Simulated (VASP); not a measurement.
A run of VASP 6.6.1:

The input INCAR:

```
PREC = Accurate ; ENCUT = 600
EDIFF = 1E-6 ; ISMEAR = -1
SIGMA = 0.05 ; LREAL = F
LASPH = T ; NELM = 80
ALGO = Normal ; ISIF = 3
LWAVE = F ; LCHARG = F
GGA = PE ; IBRION = 2
NSW = 45 ; EDIFFG = -0.005
```

The input KPOINTS:

```
regular mesh
0
Gamma
  19 19 19
```

POSCAR

```
Ru
1.0
   -1.5267235061      1.5267235061      1.5267235061
    1.5267235061     -1.5267235061      1.5267235061
    1.5267235061      1.5267235061     -1.5267235061
Ru
1
Direct
    0.0000000000      0.0000000000      0.0000000000
```

Potentials or basis: VASP PAW PBE potentials, release 64 (Ru_pv).

Command:

```console
$ cat potpaw_PBE.64/Ru_pv/POTCAR > POTCAR
$ mpirun -np 1 vasp_std > vasp.out
```

Hardware: 1 thread of AMD EPYC 9R45 (Zen 5), on a shared host.

**Question.** Estimate the wall time of this run.

**Answer.** Run time: 75 s on 1 thread of AMD EPYC 9R45 (Zen 5), on a shared host, peak memory 0.14 GiB. Counts: scf iterations 23, k points 220, ion steps 4.
